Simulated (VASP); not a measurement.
# Mg (P6_3/mmc) in VASP: notebook, part 2 of 2

VASP 6.6.1.

## (4) Electric field gradients, LDA

This run uses another cell than the first one: it holds 16 atoms, not 8.

INCAR

```
PREC     = Accurate       # precision mode
ENCUT    = 520            # plane-wave cutoff, eV
EDIFF    = 1E-8           # SCF threshold, eV
ISMEAR   = -1             # smearing method
SIGMA    = 0.05           # smearing width, eV
LREAL    = Auto         
LASPH    = T              # aspherical terms in the spheres
NELM     = 80             # most SCF steps
ALGO     = Normal         # electronic algorithm
ISIF     = 2              # what is computed and relaxed
LWAVE    = F              # write WAVECAR
LCHARG   = F              # write CHGCAR
GGA      = CA             # functional
LEFG     = T            
NBANDS   = 30             # bands
```

KPOINTS

```
Automatic mesh
0
Gamma
  6 6 4
```

POSCAR

```
Mg
1.0
    6.4186000000      0.0000000000      0.0000000000
   -3.2093000000      5.5586706568      0.0000000000
    0.0000000000      0.0000000000     10.4206000000
Mg
16
Direct
    0.1666666666      0.3333333334      0.1250000000
    0.1666666666      0.3333333334      0.6250000000
    0.1666666666      0.8333333334      0.1250000000
    0.1666666666      0.8333333334      0.6250000000
    0.6666666666      0.3333333334      0.1250000000
    0.6666666666      0.3333333334      0.6250000000
    0.6666666666      0.8333333334      0.1250000000
    0.6666666666      0.8333333334      0.6250000000
    0.3333333334      0.1666666666      0.3750000000
    0.3333333334      0.1666666666      0.8750000000
    0.3333333334      0.6666666666      0.3750000000
    0.3333333334      0.6666666666      0.8750000000
    0.8333333334      0.1666666666      0.3750000000
    0.8333333334      0.1666666666      0.8750000000
    0.8333333334      0.6666666666      0.3750000000
    0.8333333334      0.6666666666      0.8750000000
```

Potentials or basis: VASP PAW LDA potentials, release 64 (Mg).

Launch:

```sh
$ cat potpaw_LDA.64/Mg/POTCAR > POTCAR
$ mpirun -np 1 vasp_std > vasp.out
```

OUTCAR:

```text
PREC = Accurate
   ENCUT = 520
   EDIFF = 1E-8
   ISMEAR = -1
   LREAL = Auto
   LASPH = T
   NELM = 80
   ISIF = 2
   GGA = CA

 ion  position               nearest neighbor table
   1  0.167  0.333  0.125-  13 3.20  14 3.20  11 3.20  12 3.20   9 3.20  10 3.20   5 3.21   5 3.21
                             7 3.21   3 3.21   3 3.21   7 3.21
   2  0.167  0.333  0.625-  13 3.20  14 3.20  11 3.20  12 3.20   9 3.20  10 3.20   6 3.21   6 3.21
                             8 3.21   4 3.21   4 3.21   8 3.21
   3  0.167  0.833  0.125-  15 3.20  16 3.20   9 3.20  10 3.20  11 3.20  12 3.20   7 3.21   7 3.21
                             1 3.21   1 3.21   5 3.21   5 3.21
   4  0.167  0.833  0.625-  15 3.20  16 3.20   9 3.20  10 3.20  11 3.20  12 3.20   8 3.21   8 3.21
                             2 3.21   2 3.21   6 3.21   6 3.21
   5  0.667  0.333  0.125-   9 3.20  10 3.20  15 3.20  16 3.20  13 3.20  14 3.20   1 3.21   1 3.21
                             7 3.21   7 3.21   3 3.21   3 3.21
   6  0.667  0.333  0.625-   9 3.20  10 3.20  15 3.20  16 3.20  13 3.20  14 3.20   2 3.21   2 3.21
                             8 3.21   8 3.21   4 3.21   4 3.21
   7  0.667  0.833  0.125-  11 3.20  12 3.20  13 3.20  14 3.20  15 3.20  16 3.20   3 3.21   3 3.21
                             5 3.21   5 3.21   1 3.21   1 3.21
   8  0.667  0.833  0.625-  11 3.20  12 3.20  13 3.20  14 3.20  15 3.20  16 3.20   4 3.21   4 3.21
                             6 3.21   6 3.21   2 3.21   2 3.21
   9  0.333  0.167  0.375-   5 3.20   6 3.20   3 3.20   4 3.20   1 3.20   2 3.20  13 3.21  13 3.21
[... 22 lines left out ...]
 A1 = (   6.4186000000,   0.0000000000,   0.0000000000)
 A2 = (  -3.2093000000,   5.5586706568,   0.0000000000)
 A3 = (   0.0000000000,   0.0000000000,  10.4206000000)

Analysis of symmetry for initial positions (statically):
=====================================================================
 Subroutine PRICEL returns following result:

  LATTYP: Found a hexagonal cell.
 ALAT       =     3.2093000000
 C/A-ratio  =     1.6235004518

  Lattice vectors:

 A1 = (   3.2093000000,   0.0000000000,   0.0000000000)
 A2 = (  -1.6046500000,   2.7793353284,   0.0000000000)
[... 859 lines left out ...]

 POSITION                                       TOTAL-FORCE (eV/Angst)
 -----------------------------------------------------------------------------------
     -0.00000      1.85289      1.30258         0.000000      0.000000      0.000000
     -0.00000      1.85289      6.51288         0.000000      0.000000     -0.000000
     -1.60465      4.63223      1.30258         0.000000      0.000000     -0.000000
     -1.60465      4.63223      6.51288         0.000000      0.000000      0.000000
      3.20930      1.85289      1.30258         0.000000      0.000000     -0.000000
      3.20930      1.85289      6.51288         0.000000      0.000000      0.000000
[... 8 lines left out ...]
      3.20930      3.70578      3.90773        -0.000000     -0.000000     -0.000000
      3.20930      3.70578      9.11802        -0.000000     -0.000000      0.000000
 -----------------------------------------------------------------------------------
    total drift:                               -0.000000      0.000000     -0.000000

  FREE ENERGIE OF THE ION-ELECTRON SYSTEM (eV)
  ---------------------------------------------------
  free  energy   TOTEN  =       -28.6995896748 eV

  energy  without entropy=      -28.6351158119  energy(sigma->0) =      -28.66735274

 Electric field gradients (V/A^2)
---------------------------------------------------------------------
 ion       V_xx      V_yy      V_zz      V_xy      V_xz      V_yz
---------------------------------------------------------------------
   1      -0.595    -0.595     1.190    -0.000     0.000    -0.000
   2      -0.595    -0.595     1.190    -0.000     0.000    -0.000
   3      -0.595    -0.595     1.190    -0.000     0.000    -0.000
   4      -0.595    -0.595     1.190    -0.000     0.000    -0.000
   5      -0.595    -0.595     1.190    -0.000     0.000    -0.000
   6      -0.595    -0.595     1.190    -0.000     0.000    -0.000
[... 8 lines left out ...]
  15      -0.595    -0.595     1.190    -0.000    -0.000     0.000
  16      -0.595    -0.595     1.190    -0.000    -0.000     0.000
---------------------------------------------------------------------

 Electric field gradients after diagonalization (V/A^2)
 (convention: |V_zz| > |V_xx| > |V_yy|)
----------------------------------------------------------------------
 ion       V_xx      V_yy      V_zz     asymmetry (V_yy - V_xx)/ V_zz
----------------------------------------------------------------------
   1      -0.595    -0.595     1.190       0.000
   2      -0.595    -0.595     1.190       0.000
   3      -0.595    -0.595     1.190       0.000
   4      -0.595    -0.595     1.190       0.000
   5      -0.595    -0.595     1.190       0.000
   6      -0.595    -0.595     1.190       0.000
[... 8 lines left out ...]
  15      -0.595    -0.595     1.190       0.000
  16      -0.595    -0.595     1.190       0.000
----------------------------------------------------------------------

           NMR quadrupolar parameters

 Cq : quadrupolar parameter    Cq=e*Q*V_zz/h
 eta: asymmetry parameters     (V_yy - V_xx)/ V_zz
 Q  : nuclear electric quadrupole moment in mb (millibarn)
----------------------------------------------------------------------
 ion       Cq(MHz)       eta       Q (mb)
----------------------------------------------------------------------
   1       0.003       0.000       1.000
   2       0.003       0.000       1.000
   3       0.003       0.000       1.000
   4       0.003       0.000       1.000
   5       0.003       0.000       1.000
   6       0.003       0.000       1.000
[... 8 lines left out ...]
  15       0.003       0.000       1.000
  16       0.003       0.000       1.000
----------------------------------------------------------------------
```

OSZICAR:

```text
N       E                     dE             d eps       ncg     rms          rms(c)
DAV:   1     0.220950988447E+02    0.22095E+02   -0.91617E+03  1260   0.778E+02
DAV:   2    -0.265780086096E+02   -0.48673E+02   -0.44547E+02  1510   0.849E+01
DAV:   3    -0.288358782560E+02   -0.22579E+01   -0.21589E+01  1578   0.144E+01
DAV:   4    -0.288660692446E+02   -0.30191E-01   -0.30069E-01  1492   0.176E+00
DAV:   5    -0.288663366884E+02   -0.26744E-03   -0.26743E-03  1520   0.194E-01    0.269E+00
DAV:   6    -0.287740686967E+02    0.92268E-01   -0.62143E-03  1474   0.373E-01    0.171E+00
DAV:   7    -0.286997251871E+02    0.74344E-01   -0.21017E-02  1392   0.674E-01    0.842E-02
DAV:   8    -0.286995998075E+02    0.12538E-03   -0.16090E-04  1610   0.521E-02    0.153E-02
DAV:   9    -0.286995896715E+02    0.10136E-04   -0.45636E-06  1458   0.827E-03    0.135E-03
DAV:  10    -0.286995896748E+02   -0.33535E-08   -0.44518E-08  1588   0.107E-03
   1 F= -.28699590E+02 E0= -.28667353E+02  d E =-.644739E-01
```

Run time: 3.2 min. Hardware: 1 thread of Intel Xeon Platinum 8488C (Sapphire Rapids), shared host; peak memory 0.4 GiB.

What came out:

```yaml
Free_energy: -28.6996 eV
Pressure: -2.8 GPa
Band_gap_on_the_k_mesh: zero (bands 16 and 17 overlap by 1.60 eV)
Largest_electric_field_gradient_by_atom: Mg +1.2 V/Å²
```

Levels at points of the mesh, in eV from the Fermi level:
| k point | band 12 | band 13 | band 14 | band 15 | band 16 | band 17 | band 18 | band 19 | band 20 | band 21 |
| --- | --- | --- | --- | --- | --- | --- | --- | --- | --- | --- |
| (0.00, 0.00, 0.00) | -1.01 | -1.01 | -1.01 | -1.01 | -1.01 | -1.01 | -0.42 | -0.42 | -0.42 | -0.42 |
| (0.50, 0.00, 0.00) | -1.90 | -0.46 | -0.46 | -0.07 | -0.07 | 1.06 | 1.06 | 1.37 | 1.37 | 1.77 |
| (0.00, 0.00, 0.50) | -1.72 | -1.72 | -1.72 | -1.72 | -1.72 | 0.94 | 0.94 | 0.94 | 0.94 | 0.94 |
| (0.50, 0.00, 0.50) | -2.57 | -0.32 | -0.32 | -0.32 | -0.32 | 1.67 | 1.67 | 1.67 | 1.67 | 1.81 |

Electric field gradients, principal values (V/Å²):
```
 atom   least  middle  greatest (by size)
 1 Mg  -0.595  -0.595               1.190
 2 Mg  -0.595  -0.595               1.190
 3 Mg  -0.595  -0.595               1.190
 4 Mg  -0.595  -0.595               1.190
 5 Mg  -0.595  -0.595               1.190
 6 Mg  -0.595  -0.595               1.190
 7 Mg  -0.595  -0.595               1.190
 8 Mg  -0.595  -0.595               1.190
 9 Mg  -0.595  -0.595               1.190
10 Mg  -0.595  -0.595               1.190
11 Mg  -0.595  -0.595               1.190
12 Mg  -0.595  -0.595               1.190
13 Mg  -0.595  -0.595               1.190
14 Mg  -0.595  -0.595               1.190
15 Mg  -0.595  -0.595               1.190
16 Mg  -0.595  -0.595               1.190
```

Caveat: without QUAD_EFG the Cq values of the log hold for a quadrupole moment of 1 mb, not for the nuclei.

## (5) Electric field gradients, PBEsol

This run uses another cell than the first one: it holds 16 atoms, not 8.

INCAR

```
  PREC = Accurate
  ENCUT = 520
  EDIFF = 1E-8
  ISMEAR = -1
  SIGMA = 0.05
  LREAL = Auto
  LASPH = True
  NELM = 60
  ALGO = Normal
  ISIF = 2
  LWAVE = False
  LCHARG = False
  GGA = PS
  LEFG = True
  NBANDS = 30
```

KPOINTS is that of step 4.

POSCAR is that of step 4.

Potentials or basis: VASP PAW PBE potentials, release 64 (Mg).

Launch:

```sh
$ cat potpaw_PBE.64/Mg/POTCAR > POTCAR
$ mpirun -np 1 vasp_std > vasp.out
```

OUTCAR:

```text
PREC = Accurate
   ENCUT = 520
   EDIFF = 1E-8
   ISMEAR = -1
   LREAL = Auto
   LASPH = True
   NELM = 60
   ISIF = 2
   GGA = PS

 ion  position               nearest neighbor table
   1  0.167  0.333  0.125-  13 3.20  14 3.20  11 3.20  12 3.20   9 3.20  10 3.20   5 3.21   5 3.21
                             7 3.21   3 3.21   3 3.21   7 3.21
   2  0.167  0.333  0.625-  13 3.20  14 3.20  11 3.20  12 3.20   9 3.20  10 3.20   6 3.21   6 3.21
                             8 3.21   4 3.21   4 3.21   8 3.21
   3  0.167  0.833  0.125-  15 3.20  16 3.20   9 3.20  10 3.20  11 3.20  12 3.20   7 3.21   7 3.21
                             1 3.21   1 3.21   5 3.21   5 3.21
   4  0.167  0.833  0.625-  15 3.20  16 3.20   9 3.20  10 3.20  11 3.20  12 3.20   8 3.21   8 3.21
                             2 3.21   2 3.21   6 3.21   6 3.21
   5  0.667  0.333  0.125-   9 3.20  10 3.20  15 3.20  16 3.20  13 3.20  14 3.20   1 3.21   1 3.21
                             7 3.21   7 3.21   3 3.21   3 3.21
   6  0.667  0.333  0.625-   9 3.20  10 3.20  15 3.20  16 3.20  13 3.20  14 3.20   2 3.21   2 3.21
                             8 3.21   8 3.21   4 3.21   4 3.21
   7  0.667  0.833  0.125-  11 3.20  12 3.20  13 3.20  14 3.20  15 3.20  16 3.20   3 3.21   3 3.21
                             5 3.21   5 3.21   1 3.21   1 3.21
   8  0.667  0.833  0.625-  11 3.20  12 3.20  13 3.20  14 3.20  15 3.20  16 3.20   4 3.21   4 3.21
                             6 3.21   6 3.21   2 3.21   2 3.21
   9  0.333  0.167  0.375-   5 3.20   6 3.20   3 3.20   4 3.20   1 3.20   2 3.20  13 3.21  13 3.21
[... 22 lines left out ...]
 A1 = (   6.4186000000,   0.0000000000,   0.0000000000)
 A2 = (  -3.2093000000,   5.5586706568,   0.0000000000)
 A3 = (   0.0000000000,   0.0000000000,  10.4206000000)

Analysis of symmetry for initial positions (statically):
=====================================================================
 Subroutine PRICEL returns following result:

  LATTYP: Found a hexagonal cell.
 ALAT       =     3.2093000000
 C/A-ratio  =     1.6235004518

  Lattice vectors:

 A1 = (   3.2093000000,   0.0000000000,   0.0000000000)
 A2 = (  -1.6046500000,   2.7793353284,   0.0000000000)
 A3 = (   0.0000000000,   0.0000000000,   5.2103000000)

   8 primitive cells build up your supercell.

[... 858 lines left out ...]
     -0.00000      1.85289      1.30258        -0.000000      0.000000     -0.000000
     -0.00000      1.85289      6.51288        -0.000000     -0.000000      0.000000
     -1.60465      4.63223      1.30258        -0.000000      0.000000      0.000000
     -1.60465      4.63223      6.51288        -0.000000     -0.000000     -0.000000
      3.20930      1.85289      1.30258        -0.000000      0.000000     -0.000000
      3.20930      1.85289      6.51288        -0.000000      0.000000     -0.000000
[... 8 lines left out ...]
      3.20930      3.70578      3.90773         0.000000     -0.000000      0.000000
      3.20930      3.70578      9.11802         0.000000     -0.000000     -0.000000
 -----------------------------------------------------------------------------------
    total drift:                               -0.000000      0.000000     -0.000000

  FREE ENERGIE OF THE ION-ELECTRON SYSTEM (eV)
  ---------------------------------------------------
  free  energy   TOTEN  =       -27.5404547415 eV

  energy  without entropy=      -27.4783726018  energy(sigma->0) =      -27.50941367

 Electric field gradients (V/A^2)
---------------------------------------------------------------------
 ion       V_xx      V_yy      V_zz      V_xy      V_xz      V_yz
---------------------------------------------------------------------
   1      -0.527    -0.527     1.053    -0.000     0.000    -0.000
   2      -0.527    -0.527     1.053    -0.000     0.000    -0.000
   3      -0.527    -0.527     1.053    -0.000     0.000    -0.000
   4      -0.527    -0.527     1.053    -0.000     0.000    -0.000
   5      -0.527    -0.527     1.053    -0.000     0.000    -0.000
   6      -0.527    -0.527     1.053    -0.000     0.000    -0.000
[... 8 lines left out ...]
  15      -0.527    -0.527     1.053    -0.000    -0.000     0.000
  16      -0.527    -0.527     1.053    -0.000    -0.000     0.000
---------------------------------------------------------------------

 Electric field gradients after diagonalization (V/A^2)
 (convention: |V_zz| > |V_xx| > |V_yy|)
----------------------------------------------------------------------
 ion       V_xx      V_yy      V_zz     asymmetry (V_yy - V_xx)/ V_zz
----------------------------------------------------------------------
   1      -0.527    -0.527     1.053       0.000
   2      -0.527    -0.527     1.053       0.000
   3      -0.527    -0.527     1.053       0.000
   4      -0.527    -0.527     1.053       0.000
   5      -0.527    -0.527     1.053       0.000
   6      -0.527    -0.527     1.053       0.000
[... 8 lines left out ...]
  15      -0.527    -0.527     1.053       0.000
  16      -0.527    -0.527     1.053       0.000
----------------------------------------------------------------------

           NMR quadrupolar parameters

 Cq : quadrupolar parameter    Cq=e*Q*V_zz/h
 eta: asymmetry parameters     (V_yy - V_xx)/ V_zz
 Q  : nuclear electric quadrupole moment in mb (millibarn)
----------------------------------------------------------------------
 ion       Cq(MHz)       eta       Q (mb)
----------------------------------------------------------------------
   1       0.003       0.000       1.000
   2       0.003       0.000       1.000
   3       0.003       0.000       1.000
   4       0.003       0.000       1.000
   5       0.003       0.000       1.000
   6       0.003       0.000       1.000
[... 8 lines left out ...]
  15       0.003       0.000       1.000
  16       0.003       0.000       1.000
----------------------------------------------------------------------
```

It took 4.1 min on 1 thread of Intel Xeon Platinum 8488C (Sapphire Rapids), shared host; peak memory 0.49 GiB.

What came out:

```yaml
Free_energy: -27.5405 eV
Pressure: -1.2 GPa
Band_gap_on_the_k_mesh: zero (bands 16 and 17 overlap by 1.61 eV)
Largest_electric_field_gradient_by_atom: Mg +1.1 V/Å²
```

Levels at points of the mesh, in eV from the Fermi level:
```tsv
k point	band 12	band 13	band 14	band 15	band 16	band 17	band 18	band 19	band 20	band 21
(0.00, 0.00, 0.00)	-1.03	-1.03	-1.03	-1.03	-1.03	-1.03	-0.39	-0.39	-0.39	-0.39
(0.50, 0.00, 0.00)	-1.90	-0.49	-0.49	-0.03	-0.03	1.06	1.06	1.35	1.35	1.75
(0.00, 0.00, 0.50)	-1.73	-1.73	-1.73	-1.73	-1.73	0.94	0.94	0.94	0.94	0.94
(0.50, 0.00, 0.50)	-2.57	-0.32	-0.32	-0.32	-0.32	1.66	1.66	1.66	1.66	1.84
```

Electric field gradients, principal values (V/Å²):
```csv
atom,least,middle,greatest (by size)
1 Mg,-0.527,-0.527,1.053
2 Mg,-0.527,-0.527,1.053
3 Mg,-0.527,-0.527,1.053
4 Mg,-0.527,-0.527,1.053
5 Mg,-0.527,-0.527,1.053
6 Mg,-0.527,-0.527,1.053
7 Mg,-0.527,-0.527,1.053
8 Mg,-0.527,-0.527,1.053
9 Mg,-0.527,-0.527,1.053
10 Mg,-0.527,-0.527,1.053
11 Mg,-0.527,-0.527,1.053
12 Mg,-0.527,-0.527,1.053
13 Mg,-0.527,-0.527,1.053
14 Mg,-0.527,-0.527,1.053
15 Mg,-0.527,-0.527,1.053
16 Mg,-0.527,-0.527,1.053
```

Caveat: without QUAD_EFG the Cq values of the log hold for a quadrupole moment of 1 mb, not for the nuclei; the PAW data sets were made with another functional, which shifts forces and pressure a little.

## (6) Overview

| level | potentials or basis | cell | k mesh | gap on the mesh (eV) | pressure (GPa) |
| --- | --- | --- | --- | --- | --- |
| PBEsol | VASP PAW PBE potentials, release 64 (Mg) | a = 7.619, b = 7.619, c = 6.119 Å, angles 125.6, 125.6, 93.7°, 8 atoms, atomic positions A | 4 × 4 × 4 | none | -1.3 |
| PBEsol | VASP PAW PBE potentials, release 64 (Mg) | a = 6.419, b = 6.419, c = 10.421 Å, angles 90.0, 90.0, 120.0°, 16 atoms, atomic positions B | 6 × 6 × 4 | none | -1.2 |
| LDA | VASP PAW LDA potentials, release 64 (Mg) | a = 6.419, b = 6.419, c = 10.421 Å, angles 90.0, 90.0, 120.0°, 16 atoms, atomic positions B | 6 × 6 × 4 | none | -2.8 |

Alike in all rows: task electric field gradients; no spin polarisation; cutoff (eV) 520; smearing fermi-dirac 0.05 eV.

Caveats: the PAW data sets were made with another functional, which shifts forces and pressure a little (at least some runs).

Total energies depend on the potentials used, so only differences within one code and one set of settings carry meaning.
